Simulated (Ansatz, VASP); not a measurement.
Two plane-wave programs on SrO

```
CELL_PARAMETERS angstrom
0.00000 -2.59549 -2.59549
-2.59549 0.00000 -2.59549
2.59549 2.59549 -5.19098
ATOMIC_POSITIONS crystal
Sr 0.99755 0.99755 0.99755
Sr 0.49755 0.49755 0.49755
O 0.76343 0.76343 0.76343
O 0.26343 0.26343 0.26343
```

Change from the starting cell: mode 8 frozen in at -0.136 Å, equal normal strain along x, y and z +0.0250.

Alike in both runs: task single point; functional LDA; k mesh 9 × 9 × 8; occupations gaussian, width 0.05 eV; no spin polarisation.

```csv
,VASP,Ansatz
version,VASP 6.6.1,Ansatz 0.2.0
potentials or method,"VASP PAW LDA potentials, release 64 (Sr_sv, O), cutoff 520 eV","scalar-relativistic, plane waves, PAW"
valence electrons in the cell,32,32
```

VASP gave:

| Property | Result |
| --- | --- |
| gap on the k mesh at the Fermi level (eV) | 3.25 |
| least direct gap on the mesh (eV) | 3.32 |
| pressure (GPa) | -5.3 |
| traceless stress, the component that is largest in VASP (GPa) | 1.80 |
| rms of the force components (eV/Å) | 0.192 |

Task: Which values does Ansatz return?

Result: gap on the k mesh at the Fermi level (eV): 3.30; least direct gap on the mesh (eV): 3.36; pressure (GPa): -5.9; traceless stress, the component that is largest in VASP (GPa): 1.69; rms of the force components (eV/Å): 0.177.

LDA's correlation is that of Perdew and Zunger in VASP and of Perdew and Wang (1992) in Ansatz. Atom by atom the forces differ by 0.015 eV/Å (rms over components).
